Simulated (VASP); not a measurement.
# Pd (Fm-3m) in VASP: settings compared

Pd is run at these levels: PBE, HSE06; tasks: single point.

Program: VASP 6.6.1. These are calculated values, not measurements. Logs are shortened: lines on timing, memory, paths and dates and some standing lists are left out, and cuts for length are marked.

## 1. The cell of the first run

The structure is cubic, space group Fm-3m (No. 225). The conventional cell has a = 3.940 Å, b = 3.940 Å, c = 3.940 Å, α = 90.00°, β = 90.00°, γ = 90.00°. Pd (site symmetry m-3m) has 12 Pd at 2.79 Å within 3.7 Å.

## 2. Single point, PBE

Input file INCAR:

```
  PREC = Accurate
  ENCUT = 500
  EDIFF = 1E-6
  ISMEAR = -1
  SIGMA = 0.1
  LREAL = F
  LASPH = T
  NELM = 120
  ALGO = Normal
  ISIF = 2
  LWAVE = F
  LCHARG = F
  GGA = PE
  NBANDS = 11
  GGA_COMPAT = F
```

Input file KPOINTS:

```
Automatic mesh
0
Gamma
  12 12 12
```

Input file POSCAR:

```
Pd
1.0
    0.0000000000      1.9700000000      1.9700000000
    1.9700000000      0.0000000000      1.9700000000
    1.9700000000      1.9700000000      0.0000000000
Pd
1
Direct
    0.0000000000      0.0000000000      0.0000000000
```

Potentials or basis: VASP PAW PBE potentials, release 64 (Pd).

Started as:

```console
$ cat potpaw_PBE.64/Pd/POTCAR > POTCAR
$ mpirun -np 1 vasp_std > vasp.out
```

OUTCAR:

```text
PREC = Accurate
   ENCUT = 500
   EDIFF = 1E-6
   ISMEAR = -1
   LREAL = F
   LASPH = T
   NELM = 120
   ISIF = 2
   GGA = PE

 ion  position               nearest neighbor table
   1  0.000  0.000  0.000-

  LATTYP: Found a face centered cubic cell.
 ALAT       =     3.9400000000

  Lattice vectors:

 A1 = (   0.0000000000,   1.9700000000,   1.9700000000)
 A2 = (   1.9700000000,   0.0000000000,   1.9700000000)
 A3 = (   1.9700000000,   1.9700000000,   0.0000000000)

Analysis of symmetry for initial positions (statically):
=====================================================================
 Subroutine PRICEL returns:
 Original cell was already a primitive cell.

 Routine SETGRP: Setting up the symmetry group for a
 face centered cubic supercell.

 Subroutine GETGRP returns: Found 48 space group operations
[... 9 lines left out ...]

 Routine SETGRP: Setting up the symmetry group for a
 face centered cubic supercell.

 Subroutine GETGRP returns: Found 48 space group operations
[... 11 lines left out ...]
                                     Primitive cell

  volume of cell :      15.2907

  direct lattice vectors                    reciprocal lattice vectors
     0.000000000  1.970000000  1.970000000    -0.253807107  0.253807107  0.253807107
     1.970000000  0.000000000  1.970000000     0.253807107 -0.253807107  0.253807107
     1.970000000  1.970000000  0.000000000     0.253807107  0.253807107 -0.253807107

  length of vectors
     2.786000718  2.786000718  2.786000718     0.439606804  0.439606804  0.439606804

  position of ions in fractional coordinates (direct lattice)
     0.000000000  0.000000000  0.000000000

  ion indices of the primitive-cell ions
   primitive index   ion index
                 1           1

----------------------------------------------------------------------------------------

 KPOINTS: Automatic mesh

Automatic generation of k-mesh.
 Grid dimensions read from file:
 generate k-points for:   12   12   12

 Generating k-lattice:

  Cartesian coordinates                     Fractional coordinates (reciprocal lattice)
    -0.021150592  0.021150592  0.021150592     0.083333333  0.000000000  0.000000000
     0.021150592 -0.021150592  0.021150592     0.000000000  0.083333333  0.000000000
     0.021150592  0.021150592 -0.021150592     0.000000000  0.000000000  0.083333333

  Length of vectors
     0.036633900  0.036633900  0.036633900

  Shift w.r.t. Gamma in fractional coordinates (k-lattice)
     0.000000000  0.000000000  0.000000000

 Subroutine IBZKPT returns following result:
 ===========================================

 Found     72 irreducible k-points:

 Following reciprocal coordinates:
            Coordinates               Weight
  0.000000  0.000000  0.000000      1.000000
  0.083333  0.000000  0.000000      8.000000
  0.166667  0.000000  0.000000      8.000000
  0.250000  0.000000  0.000000      8.000000
  0.333333  0.000000  0.000000      8.000000
  0.416667  0.000000  0.000000      8.000000
[... 16 lines left out ...]
  0.500000  0.166667  0.000000     24.000000
 -0.416667  0.166667  0.000000     24.000000
 [... further k-points ...]
   k-points           NKPTS =     72   k-points in BZ     NKDIM =     72   number of bands    NBANDS=     11
   number of dos      NEDOS =    301   number of ions     NIONS =      1
   total plane-waves  NPLWV =   8000
   dimension x,y,z NGX =    20 NGY =   20 NGZ =   20
   dimension x,y,z NGXF=    40 NGYF=   40 NGZF=   40
   ions per type =               1
   NGX,Y,Z   is equivalent  to a cutoff of  11.93, 11.93, 11.93 a.u.
   NGXF,Y,Z  is equivalent  to a cutoff of  23.87, 23.87, 23.87 a.u.
 SYSTEM =  unknown system
   PREC   = accura    normal or accurate (medium, high low for compatibility)
   ISTART =      0    job   : 0-new  1-cont  2-samecut
   ICHARG =      2    charge: 1-file 2-atom 10-const
   ISPIN  =      1    spin polarized calculation?
   LNONCOLLINEAR =      F non collinear calculations
   LSORBIT =      F    spin-orbit coupling
   LASPH  =      T    aspherical Exc in radial PAW
   ENCUT  =  500.0 eV  36.75 Ry    6.06 a.u.   5.08  5.08  5.08*2*pi/ulx,y,z
   NELM   =    120;   NELMIN=  2; NELMDL= -5     # of ELM steps
   EDIFF  = 0.1E-05   stopping-criterion for ELM
   LREAL  =      F    real-space projection
   EDIFFG = 0.1E-04   stopping-criterion for IOM
   NSW    =      0    number of steps for IOM
   IBRION =     -1    ionic relax: 0-MD 1-quasi-New 2-CG
   NFREE  =      0    steps in history (QN), initial steepest desc. (CG)
   ISIF   =      2    stress and relaxation
   ISYM   =      2    0-nonsym 1-usesym 2-fastsym
   POTIM  = 0.5000    time-step for ionic-motion
   TEBEG  =    0.0;   TEEND  =   0.0 temperature during run
   PSTRESS=    0.0 pullay stress
   NELECT =      10.0000    total number of electrons
   NUPDOWN=      -1.0000    fix difference up-down
   EMIN   =  10.00;   EMAX   =-10.00  energy-range for DOS
   EFERMI =   0.00;   METHOD = LEGACY
   ISMEAR =    -1;   SIGMA  =   0.10  broadening in eV -4-tet -1-fermi 0-gaus
   EFERMI_NEDOS =   21; number of points for ismear=-14 and -15
   IALGO  =     38    algorithm
   IMIX   =      4    mixing-type and parameters
     AMIX     =   0.40;   BMIX     =  1.00
     AMIX_MAG =   1.60;   BMIX_MAG =  1.00
  volume/ion in A,a.u.               =      15.29       103.19
  Fermi-wavevector in a.u.,A,eV,Ry     =   1.421015  2.685329 27.474015  2.019283
  Thomas-Fermi vector in A             =   2.541869
   LORBIT       =      0    0 simple, 1 ext, 2 COOP (PROOUT), +10 PAW based schemes
   GGA     = PE    functional components
   LHFCALC =     F    Hartree Fock is set to
   AEXX    =    0.0000 exact exchange contribution
   IVDW    =     0    specifies the selected vdW correction
   LEPSILON=     F    determine dielectric tensor
   LRPA    =     F    only Hartree local field effects (RPA)
 non-spin polarized calculation
  energy-cutoff  :      500.00
  volume of cell :       15.29
 maximum number of plane-waves:       399
   NGX = 11   NGY = 11   NGZ = 11

 number of electron      10.0000000 magnetization

 number of electron       9.9999995 magnetization

 Free energy of the ion-electron system (eV)
  ---------------------------------------------------
  ext. energy  EPLUGINS =         0.00000000
  ---------------------------------------------------
  free energy    TOTEN  =        -5.25746226 eV

  energy without entropy =       -5.19198294  energy(sigma->0) =       -5.22472260

 E-fermi :   9.1886     XC(G=0): -12.9629

 val. band max:        9.1623514913   @ k =   0.4167   0.4167   0.0000
 cond. band min:       9.1899718742   @ k =   0.5000   0.1667   0.0000
 fundamental gap:      0.0276203829
 Fermi energy:         9.1886213294

 k-point     1 :       0.0000    0.0000    0.0000
  band No.  band energies     occupation
      1       2.3227      2.00000
      2       6.5013      2.00000
      3       6.5013      2.00000
      4       6.5013      2.00000
      5       8.0168      1.99998
      6       8.0168      1.99998
      7      26.3576      0.00000
      8      30.9278      0.00000
      9      30.9278      0.00000
     10      30.9278      0.00000
     11      35.4878      0.00000

 k-point     2 :       0.0833    0.0000    0.0000
  band No.  band energies     occupation
      1       2.5652      2.00000
      2       6.4212      2.00000
      3       6.5817      2.00000
      4       6.5817      2.00000
      5       7.9809      1.99999
      6       7.9809      1.99999
      7      26.5792      0.00000
      8      29.4364      0.00000
      9      31.1880      0.00000
     10      31.1880      0.00000
     11      35.6298      0.00000

 k-point     3 :       0.1667    0.0000    0.0000
  band No.  band energies     occupation
      1       3.2243      2.00000
      2       6.2830      2.00000
      3       6.7441      2.00000
      4       6.7441      2.00000
      5       7.9583      1.99999
      6       7.9583      1.99999
      7      26.1929      0.00000
      8      27.5944      0.00000
      9      31.8492      0.00000
     10      31.8492      0.00000
     11      35.0432      0.00000

 k-point     4 :       0.2500    0.0000    0.0000
  band No.  band energies     occupation
      1       3.9725      2.00000
      2       6.4786      2.00000
      3       6.7783      2.00000
      4       6.7783      2.00000
      5       8.1621      1.99993
      6       8.1621      1.99993
      7      23.4124      0.00000
      8      27.3248      0.00000
      9      32.3490      0.00000
     10      32.3490      0.00000
     11      34.6558      0.00000

 k-point     5 :       0.3333    0.0000    0.0000
  band No.  band energies     occupation
      1       4.2497      2.00000
      2       6.6497      2.00000
      3       6.6497      2.00000
      4       7.5829      2.00000
      5       8.5889      1.99504
      6       8.5889      1.99504
      7      20.3473      0.00000
      8      26.6017      0.00000
      9      31.5258      0.00000
     10      31.5258      0.00000
     11      35.1459      0.00000
[... 211 lines left out ...]
 k-point    21 :       0.3333    0.1667    0.0000
  band No.  band energies     occupation
      1       4.6823      2.00000
      2       5.7458      2.00000
      3       6.6758      2.00000
      4       7.2992      2.00000
      5       8.7829      1.96598
      6       8.8207      1.95076
      7      22.8548      0.00000
      8      27.2219      0.00000
      9      27.7079      0.00000
     10      29.8997      0.00000
     11      34.8307      0.00000

 k-point    22 :       0.4167    0.1667    0.0000
  band No.  band energies     occupation
      1       4.7298      2.00000
      2       6.1084      2.00000
      3       6.6721      2.00000
      4       7.1684      2.00000
      5       9.1077      1.38371
      6      10.3610      0.00002
      7      19.7112      0.00000
      8      26.2362      0.00000
      9      27.3843      0.00000
     10      29.1172      0.00000
     11      35.6137      0.00000

 k-point    23 :       0.5000    0.1667    0.0000
  band No.  band energies     occupation
      1       4.6977      2.00000
      2       6.0520      2.00000
      3       7.0311      2.00000
      4       7.1785      2.00000
      5       9.1900      0.99325
      6      12.1929      0.00000
      7      17.0284      0.00000
      8      25.3687      0.00000
      9      27.6559      0.00000
     10      28.2318      0.00000
     11      35.6311      0.00000

 k-point    24 :      -0.4167    0.1667    0.0000
  band No.  band energies     occupation
      1       4.7466      2.00000
      2       6.0583      2.00000
      3       6.9660      2.00000
      4       7.3735      2.00000
      5       8.9389      1.84796
      6      12.7346      0.00000
      7      16.5152      0.00000
      8      24.7627      0.00000
      9      27.8158      0.00000
     10      28.6843      0.00000
     11      35.6231      0.00000

 [... further k-points ...]
[... 5 lines left out ...]
  --------------------------------------------------------------------------------------
  -------------------------------------------------------------------------------------
  Total        0.0308380      0.0308380      0.0308380     -0.0000000      0.0000000     -0.0000000
  in kB        3.2312282      3.2312282      3.2312282     -0.0000000      0.0000000     -0.0000000
  external PRESSURE =       3.2312282 kB  Pullay stress =       0.0000000 kB

 VOLUME and BASIS-vectors are now :
 -----------------------------------------------------------------------------
  energy-cutoff  :      500.00
  volume of cell :       15.29
      direct lattice vectors                 reciprocal lattice vectors
     0.000000000  1.970000000  1.970000000    -0.253807107  0.253807107  0.253807107
     1.970000000  0.000000000  1.970000000     0.253807107 -0.253807107  0.253807107
     1.970000000  1.970000000  0.000000000     0.253807107  0.253807107 -0.253807107

 POSITION                                       TOTAL-FORCE (eV/Angst)
 -----------------------------------------------------------------------------------
      0.00000      0.00000      0.00000        -0.000000     -0.000000      0.000000
 -----------------------------------------------------------------------------------
    total drift:                                0.000000      0.000000      0.000000

  FREE ENERGIE OF THE ION-ELECTRON SYSTEM (eV)
  ---------------------------------------------------
  free  energy   TOTEN  =        -5.2574622622 eV

  energy  without entropy=       -5.1919829359  energy(sigma->0) =       -5.22472260
```

It took 8.4 s on 1 thread of Intel Xeon Platinum 8259CL at 2.50GHz (Skylake/Cascade Lake), shared host; peak memory 0.13 GiB.

What came out:

```yaml
Free_energy: -5.2575 eV
Pressure: 0.3 GPa
Band_gap_on_the_k_mesh: zero (band 5 reaches 9.45 eV, above the bottom of band 6 at 7.96 eV)
```

## 3. Single point, PBE

Input file INCAR:

```
SYSTEM = Pd
  ALGO = Normal
  EDIFF = 1E-6
  ENCUT = 520
  GGA = PE
  ISIF = 2
  ISMEAR = -1
  LASPH = .True.
  LCHARG = .False.
  LREAL = .False.
  LWAVE = .False.
  NBANDS = 11
  NELM = 60
  PREC = Accurate
  SIGMA = 0.1
```

Input file KPOINTS:

```
k-points
0
Gamma
  12 12 12
  0 0 0
```

POSCAR is that of step 2.

Potentials or basis: VASP PAW PBE potentials, release 64 (Pd).

Started as:

```console
$ cat potpaw_PBE.64/Pd/POTCAR > POTCAR
$ mpirun -np 1 vasp_std > vasp.out
```

Wall time 6.8 s (1 thread of AMD EPYC 9R45 (Zen 5), shared host); peak memory 0.11 GiB.

Results (log left out):

| Item | Value |
| --- | --- |
| Free energy | -5.2575 eV |
| Pressure | 0.3 GPa |
| Band gap on the k mesh | zero (band 5 reaches 9.45 eV, above the bottom of band 6 at 7.96 eV) |

Levels at points of the mesh, in eV from the Fermi level:
| k point | band 1 | band 2 | band 3 | band 4 | band 5 | band 6 | band 7 | band 8 | band 9 | band 10 |
| --- | --- | --- | --- | --- | --- | --- | --- | --- | --- | --- |
| (0.00, 0.00, 0.00) | -6.87 | -2.69 | -2.69 | -2.69 | -1.17 | -1.17 | 17.17 | 21.74 | 21.74 | 21.74 |
| (0.50, 0.00, 0.00) | -5.03 | -2.73 | -2.73 | -0.04 | -0.04 | 1.09 | 7.03 | 16.52 | 20.75 | 20.75 |
| (0.50, 0.50, 0.00) | -5.10 | -4.83 | -0.07 | 0.26 | 0.26 | 3.35 | 10.40 | 13.01 | 13.01 | 21.04 |

(Part 1 of 2 ends here.)
